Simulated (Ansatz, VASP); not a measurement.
One calculation of CdSe, two programs

Contents of INCAR:

```
SYSTEM = CdSe
PREC = Accurate ; ENCUT = 520
EDIFF = 1E-6 ; ISMEAR = 1
SIGMA = 0.05 ; LREAL = .False.
LASPH = .True. ; NELM = 80
ALGO = Normal ; ISIF = 2
LWAVE = .False. ; LCHARG = .True.
GGA = PS ; LELF = .True.
LVHAR = .True. ; NBANDS = 16
```

File KPOINTS:

```
regular mesh
0
Gamma
  6 6 6
  0 0 0
```

POSCAR

```
CdSe
1.0
    4.0643900000      0.0000000000      0.0000000000
    2.0321950000      3.5198649909      0.0000000000
    2.0321950000      1.1732883303      3.3185605386
Cd Se
1 1
Direct
    0.0000000000      0.0000000000      0.0000000000
    0.5000000000      0.5000000000      0.5000000000
```

Input for Ansatz:

```yaml
crystal:
  lattice:
    - [4.06439, 0.0, 0.0]
    - [2.0321950000000006, 3.519864990887435, 0.0]
    - [2.0321950000000006, 1.1732883302958117, 3.31856053855684]
  atoms:
    - { symbol: Cd, position: [0.0, 0.0, 0.0] }
    - { symbol: Se, position: [0.5, 0.5000000000000001, 0.5] }
basis:
  ecutwfc: 489.804952427784
kpoints:
  mp_grid:
    grid: [6, 6, 6]
hamiltonian:
  xc: pbesol
scf:
  occupations:
    method: cold
    width: 0.05
output:
  stress: true
```

Alike in both runs: task single point; functional PBEsol; k mesh 6 × 6 × 6; no spin polarisation.

|  | VASP | Ansatz |
| --- | --- | --- |
| version | VASP 6.6.1 | Ansatz 0.2.0 |
| potentials or method | VASP PAW PBE potentials, release 64 (Cd, Se), cutoff 520 eV | plane waves, PAW |
| occupations | methfessel-paxton of order 1, width 0.05 eV | cold, width 0.05 eV |
| valence electrons in the cell | 18 | 36 |

Ansatz gave:

* pressure (GPa): -3.8

Question: Which values does VASP return?

Answer: Pressure (GPa): -3.4.

VASP's potentials were made for PBE, not for PBEsol. VASP's potentials hold 18 valence electrons a cell and Ansatz's 36, so a difference there can come from the potentials and not from the codes.
